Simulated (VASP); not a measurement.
Write the native input for VASP 6.6.1 that does the following.

| Quantity | Value |
| --- | --- |
| Task | single point |
| Functional | PBE |
| Potentials or basis | VASP PAW PBE potentials, release 64 (Si, Se) |
| Cutoff | 520 eV |
| k mesh | 4 × 4 × 4 |
| Occupations | gaussian, width 0.1 eV |
| Spin | no spin polarisation |
| Dipole correction | no |
| Further INCAR settings | ALGO = Normal; EDIFF = 1e-06; NBANDS = 19 |

The structure of SiSe3 lies in POSCAR:

```
SiSe3
1.0
    4.5004589183      0.0000000000      0.0000000000
    0.0000000000      4.5004589183      0.0000000000
    0.0000000000      0.0000000000      4.5004589183
Si Se
1 3
Direct
    0.0000000000      0.0000000000      0.0000000000
    0.0000000000      0.5000000000      0.5000000000
    0.5000000000      0.0000000000      0.5000000000
    0.5000000000      0.5000000000      0.0000000000
```

These files were run (other wordings do the same):

INCAR

```
  PREC = Accurate
  ENCUT = 520
  EDIFF = 1E-6
  ISMEAR = 0
  SIGMA = 0.1
  LREAL = F
  LASPH = T
  NELM = 100
  ALGO = Normal
  ISIF = 2
  LWAVE = F
  LCHARG = F
  GGA = PE
  NBANDS = 19
```

KPOINTS

```
regular mesh
0
Gamma
  4 4 4
```

Potentials or basis: VASP PAW PBE potentials, release 64 (Si, Se).

Launch:

```console
$ cat potpaw_PBE.64/Si/POTCAR potpaw_PBE.64/Se/POTCAR > POTCAR
$ mpirun -np 1 vasp_std > vasp.out
```

Results of the run:

```json
{
 "Pressure": "-5.6 GPa",
 "Band gap on the k mesh": "zero (band 11 reaches 5.90 eV, above the bottom of band 12 at 4.18 eV)"
}
```

Wall time 16 s on 1 thread of AMD EPYC 7R43 64-Core Processor (Zen 3), on a shared host, peak memory 0.17 GiB.
